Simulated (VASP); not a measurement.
# AlNi (WC type) (P-6m2) in VASP: further runs, part 2 of 2

VASP 6.6.1. The steps go on from the part before.

### 4 Single point, PBE (volume scaled by 0.88)

INCAR

```
ALGO = Normal
EDIFF = 1E-7
ENCUT = 520
GGA = PE
ISIF = 2
ISMEAR = -1
LASPH = T
LCHARG = F
LREAL = F
LWAVE = F
NBANDS = 14
NELM = 60
PREC = Accurate
SIGMA = 0.08
```

KPOINTS

```
k-points
0
Gamma
  15 15 13
```

POSCAR

```
AlNi
1.0
    2.6252984938      0.0000000000      0.0000000000
   -1.3126492469      2.2735751882      0.0000000000
    0.0000000000      0.0000000000      3.7118905218
Ni Al
1 1
Direct
    0.0000000000      0.0000000000      0.0000000000
    0.3333333333      0.6666666667      0.5000000000
```

Potentials or basis: VASP PAW PBE potentials, release 64 (Ni, Al).

Command:

```console
$ cat potpaw_PBE.64/Ni/POTCAR potpaw_PBE.64/Al/POTCAR > POTCAR
$ mpirun -np 1 vasp_std > vasp.out
```

OUTCAR:

```text
EDIFF = 1E-7
   ENCUT = 520
   GGA = PE
   ISIF = 2
   ISMEAR = -1
   LASPH = T
   LREAL = F
   NELM = 60
   PREC = Accurate

 ion  position               nearest neighbor table
   1  0.000  0.000  0.000-   2 2.40   2 2.40   2 2.40   2 2.40   2 2.40   2 2.40
   2  0.333  0.667  0.500-   1 2.40   1 2.40   1 2.40   1 2.40   1 2.40   1 2.40

  LATTYP: Found a hexagonal cell.
 ALAT       =     2.6252984938
 C/A-ratio  =     1.4138927556

  Lattice vectors:

 A1 = (   2.6252984938,   0.0000000000,   0.0000000000)
 A2 = (  -1.3126492469,   2.2735751882,   0.0000000000)
 A3 = (   0.0000000000,   0.0000000000,   3.7118905218)

Analysis of symmetry for initial positions (statically):
=====================================================================
 Subroutine PRICEL returns:
 Original cell was already a primitive cell.

 Routine SETGRP: Setting up the symmetry group for a
 hexagonal supercell.

 Subroutine GETGRP returns: Found 12 space group operations
 (whereof 12 operations were pure point group operations)
 out of a pool of 24 trial point group operations.

The static configuration has the point symmetry D_3h.

Analysis of symmetry for dynamics (positions and initial velocities):
=====================================================================
 Subroutine PRICEL returns:
 Original cell was already a primitive cell.

 Routine SETGRP: Setting up the symmetry group for a
 hexagonal supercell.

 Subroutine GETGRP returns: Found 12 space group operations
 (whereof 12 operations were pure point group operations)
 out of a pool of 24 trial point group operations.

The dynamic configuration has the point symmetry D_3h.

 Subroutine INISYM returns: Found 12 space group operations
 (whereof 12 operations are pure point group operations),
 and found     1 'primitive' translations

----------------------------------------------------------------------------------------

                                     Primitive cell

  volume of cell :      22.1556

  direct lattice vectors                    reciprocal lattice vectors
     2.625298494  0.000000000  0.000000000     0.380909067  0.219917952  0.000000000
    -1.312649247  2.273575188  0.000000000     0.000000000  0.439835905  0.000000000
     0.000000000  0.000000000  3.711890522     0.000000000  0.000000000  0.269404497

  length of vectors
     2.625298494  2.625298494  3.711890522     0.439835905  0.439835905  0.269404497

  position of ions in fractional coordinates (direct lattice)
     0.000000000  0.000000000  0.000000000
     0.333333333  0.666666667  0.500000000

  ion indices of the primitive-cell ions
   primitive index   ion index
                 1           1
                 2           2

----------------------------------------------------------------------------------------

 KPOINTS: k-points

Automatic generation of k-mesh.
 Grid dimensions read from file:
 generate k-points for:   15   15   13

 Generating k-lattice:

  Cartesian coordinates                     Fractional coordinates (reciprocal lattice)
     0.025393938  0.014661197  0.000000000     0.066666667  0.000000000  0.000000000
     0.000000000  0.029322394  0.000000000     0.000000000  0.066666667  0.000000000
     0.000000000  0.000000000  0.020723423     0.000000000  0.000000000  0.076923077

  Length of vectors
     0.029322394  0.029322394  0.020723423

  Shift w.r.t. Gamma in fractional coordinates (k-lattice)
     0.000000000  0.000000000  0.000000000

 Subroutine IBZKPT returns following result:
 ===========================================

 Found    189 irreducible k-points:

 Following reciprocal coordinates:
            Coordinates               Weight
  0.000000  0.000000  0.000000      1.000000
  0.066667 -0.000000  0.000000      6.000000
  0.133333 -0.000000  0.000000      6.000000
  0.200000 -0.000000  0.000000      6.000000
  0.266667 -0.000000  0.000000      6.000000
  0.333333  0.000000  0.000000      6.000000
[... 16 lines left out ...]
  0.333333  0.200000  0.000000     12.000000
  0.400000  0.200000  0.000000      6.000000
 [... further k-points ...]
   k-points           NKPTS =    189   k-points in BZ     NKDIM =    189   number of bands    NBANDS=     14
   number of dos      NEDOS =    301   number of ions     NIONS =      2
   total plane-waves  NPLWV =  11200
   dimension x,y,z NGX =    20 NGY =   20 NGZ =   28
   dimension x,y,z NGXF=    40 NGYF=   40 NGZF=   56
   ions per type =               1   1
   NGX,Y,Z   is equivalent  to a cutoff of  12.66, 12.66, 12.54 a.u.
   NGXF,Y,Z  is equivalent  to a cutoff of  25.33, 25.33, 25.08 a.u.
 SYSTEM =  unknown system
   PREC   = accura    normal or accurate (medium, high low for compatibility)
   ISTART =      0    job   : 0-new  1-cont  2-samecut
   ICHARG =      2    charge: 1-file 2-atom 10-const
   ISPIN  =      1    spin polarized calculation?
   LNONCOLLINEAR =      F non collinear calculations
   LSORBIT =      F    spin-orbit coupling
   LASPH  =      T    aspherical Exc in radial PAW
   ENCUT  =  520.0 eV  38.22 Ry    6.18 a.u.   4.88  4.88  6.90*2*pi/ulx,y,z
   NELM   =     60;   NELMIN=  2; NELMDL= -5     # of ELM steps
   EDIFF  = 0.1E-06   stopping-criterion for ELM
   LREAL  =      F    real-space projection
   EDIFFG = 0.1E-05   stopping-criterion for IOM
   NSW    =      0    number of steps for IOM
   IBRION =     -1    ionic relax: 0-MD 1-quasi-New 2-CG
   NFREE  =      0    steps in history (QN), initial steepest desc. (CG)
   ISIF   =      2    stress and relaxation
   ISYM   =      2    0-nonsym 1-usesym 2-fastsym
   POTIM  = 0.5000    time-step for ionic-motion
   TEBEG  =    0.0;   TEEND  =   0.0 temperature during run
   PSTRESS=    0.0 pullay stress
   NELECT =      13.0000    total number of electrons
   NUPDOWN=      -1.0000    fix difference up-down
   EMIN   =  10.00;   EMAX   =-10.00  energy-range for DOS
   EFERMI =   0.00;   METHOD = LEGACY
   ISMEAR =    -1;   SIGMA  =   0.08  broadening in eV -4-tet -1-fermi 0-gaus
   EFERMI_NEDOS =   21; number of points for ismear=-14 and -15
   IALGO  =     38    algorithm
   IMIX   =      4    mixing-type and parameters
     AMIX     =   0.40;   BMIX     =  1.00
     AMIX_MAG =   1.60;   BMIX_MAG =  1.00
  volume/ion in A,a.u.               =      11.08        74.76
  Fermi-wavevector in a.u.,A,eV,Ry     =   1.370550  2.589964 25.557284  1.878407
  Thomas-Fermi vector in A             =   2.496326
   LORBIT       =      0    0 simple, 1 ext, 2 COOP (PROOUT), +10 PAW based schemes
   GGA     = PE    functional components
   LHFCALC =     F    Hartree Fock is set to
   AEXX    =    0.0000 exact exchange contribution
   IVDW    =     0    specifies the selected vdW correction
   LEPSILON=     F    determine dielectric tensor
   LRPA    =     F    only Hartree local field effects (RPA)
 non-spin polarized calculation
  energy-cutoff  :      520.00
  volume of cell :       22.16
 maximum number of plane-waves:       621
 NGX is ok and might be reduce to    20
   NGX =  9   NGY =  9   NGZ = 13

 number of electron      13.0000000 magnetization

 Free energy of the ion-electron system (eV)
  ---------------------------------------------------
  ext. energy  EPLUGINS =         0.00000000
  ---------------------------------------------------
  free energy    TOTEN  =        -9.96499973 eV

  energy without entropy =       -9.94957194  energy(sigma->0) =       -9.95728584

 E-fermi :  10.9439     XC(G=0): -12.4165

 val. band max:       10.9426517793   @ k =   0.4000   0.1333   0.2308
 cond. band min:      11.0015674798   @ k =   0.3333   0.3333   0.1538
 fundamental gap:      0.0589157006
 Fermi energy:        10.9439403880

 k-point     1 :       0.0000    0.0000    0.0000
  band No.  band energies     occupation
      1      -0.8039      2.00000
      2       6.7205      2.00000
      3       8.9054      2.00000
      4       8.9054      2.00000
      5       9.1214      2.00000
      6       9.4139      2.00000
      7       9.4139      2.00000
      8      14.0816      0.00000
      9      24.6714      0.00000
     10      24.6714      0.00000
     11      27.2249      0.00000
     12      27.2249      0.00000
     13      28.3803      0.00000
     14      30.8902      0.00000
[... 375 lines left out ...]
 k-point    24 :       0.4000    0.2000    0.0000
  band No.  band energies     occupation
      1       5.6399      2.00000
      2       6.7669      2.00000
      3       7.5520      2.00000
      4       7.6043      2.00000
      5       8.5387      2.00000
      6      10.5072      1.99152
      7      11.5048      0.00180
      8      14.0511      0.00000
      9      16.8633      0.00000
     10      19.4878      0.00000
     11      19.7805      0.00000
     12      22.2313      0.00000
     13      23.5556      0.00000
     14      26.5978      0.00000

 [... further k-points ...]
[... 5 lines left out ...]
  --------------------------------------------------------------------------------------
  -------------------------------------------------------------------------------------
  Total        3.3316763      3.3316763      3.2983489     -0.0000000      0.0000000      0.0000000
  in kB      240.9296280    240.9296280    238.5195612     -0.0000000      0.0000000      0.0000000
  external PRESSURE =     240.1262724 kB  Pullay stress =       0.0000000 kB

 VOLUME and BASIS-vectors are now :
 -----------------------------------------------------------------------------
  energy-cutoff  :      520.00
  volume of cell :       22.16
      direct lattice vectors                 reciprocal lattice vectors
     2.625298494  0.000000000  0.000000000     0.380909067  0.219917952  0.000000000
    -1.312649247  2.273575188  0.000000000     0.000000000  0.439835905  0.000000000
     0.000000000  0.000000000  3.711890522     0.000000000  0.000000000  0.269404497

 POSITION                                       TOTAL-FORCE (eV/Angst)
 -----------------------------------------------------------------------------------
      0.00000      0.00000      0.00000         0.000000      0.000000      0.000000
     -0.00000      1.51572      1.85595        -0.000000     -0.000000      0.000000
 -----------------------------------------------------------------------------------
    total drift:                                0.000000     -0.000000      0.000000

  FREE ENERGIE OF THE ION-ELECTRON SYSTEM (eV)
  ---------------------------------------------------
  free  energy   TOTEN  =        -9.9649997343 eV

  energy  without entropy=       -9.9495719381  energy(sigma->0) =       -9.95728584
```

Wall time 34 s (1 thread of Intel Xeon 6975P-C, shared host); peak memory 0.18 GiB.

What came out:

- Free energy: -9.9650 eV
- Pressure: 24.0 GPa

 Spin polarisation is off, so any magnetic state and its effect on volume and gap are missing.
